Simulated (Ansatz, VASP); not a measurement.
F in VASP and in Ansatz

```
F
1.0
    12.00000    0.00000    0.00000
     0.00000   12.30000    0.00000
     0.00000    0.00000   12.60000
F
2
Direct
  0.50000 0.50000 0.44461
  0.50000 0.50000 0.55539
```

Alike in both runs: functional r2SCAN; k mesh 1 × 1 × 1; occupations fermi-dirac, width 0.01 eV; no spin polarisation.

Ansatz relaxed the structure, and its values are those at the end. VASP's run is a single point on that final structure, the one shown.

```csv
,VASP,Ansatz
version,VASP 6.6.1,Ansatz 0.2.0
potentials or method,"VASP PAW PBE potentials, release 64 (F), cutoff 520 eV","plane waves (500 eV) with PAW, scalar-relativistic"
valence electrons in the cell,14,14
```

```csv
,VASP,Ansatz,Ansatz less VASP
rms of the force components (eV/Å),0.340,0.000,-0.3396
```

VASP's potentials were made for PBE, not for r2SCAN. One of these differences is far larger than is usual between the two programs; its cause wasn't traced.
